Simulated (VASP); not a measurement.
Set up this calculation in VASP 6.6.1, as the native input.

* Task: relaxation of cell and atoms
* Functional: PBE
* Potentials or basis: VASP PAW PBE potentials, release 64 (Li_sv, Ru_pv, Se)
* Cutoff: 750 eV
* k mesh: 18 × 18 × 8
* Occupations: gaussian, width 0.1 eV
* Spin: no spin polarisation
* Dipole correction: no
* Further INCAR settings: ALGO = Normal; EDIFF = 1e-07; IBRION = 2; EDIFFG = -0.01; NSW = 100; ISIF = 3

The structure of LiRuSe2 lies in POSCAR:

```
LiRuSe2
1.0
    3.5707900994      0.0000000000      0.0000000000
   -1.7853950497      3.0923949377      0.0000000000
    0.0000000000      0.0000000000      6.8019500105
Li Ru Se
1 1 2
Direct
    0.3333333333      0.6666666667      0.5000000000
    0.0000000000      0.0000000000      0.0000000000
    0.6666666667      0.3333333333      0.2207361640
    0.6666666667      0.3333333333      0.7792638360
```

These files were run (other wordings do the same):

INCAR

```
PREC = Accurate
ENCUT = 750
EDIFF = 1E-7
ISMEAR = 0
SIGMA = 0.1
LREAL = F
LASPH = T
NELM = 120
ALGO = Normal
ISIF = 3
LWAVE = F
LCHARG = F
GGA = PE
IBRION = 2
NSW = 100
EDIFFG = -0.01
GGA_COMPAT = F
NELMIN = 4
```

KPOINTS

```
regular mesh
0
Gamma
  18 18 8
```

Potentials or basis: VASP PAW PBE potentials, release 64 (Li_sv, Ru_pv, Se).

Command:

```bash
$ cat potpaw_PBE.64/Li_sv/POTCAR potpaw_PBE.64/Ru_pv/POTCAR potpaw_PBE.64/Se/POTCAR > POTCAR
$ mpirun -np 1 vasp_std > vasp.out
```

It gave:

* Relaxed volume: 18.82 Å³/atom
* Relaxed cell: a = 3.558 Å, b = 3.558 Å, c = 6.864 Å, α = 90.00°, β = 90.00°, γ = 120.00°
* Space group after relaxing (to 0.1 Å): P-6m2 (No. 187)
* Energy gained by relaxing: 0.4 meV/atom
* Ionic steps: 6
* Pressure after relaxing: 0.0 GPa
* Largest force after relaxing: 0.004 eV/Å
* Band gap on the k mesh: zero (an odd number of electrons rules out a gap without spin polarisation)

Caveat: an odd number of electrons without spin polarisation forces a metal; a magnetic or distorted state may lie lower.

It took 19 min on 1 thread of Intel(R) Xeon(R) Platinum 8259CL CPU @ 2.50GHz (Skylake/Cascade Lake), with other jobs on the host, peak memory 0.62 GiB.
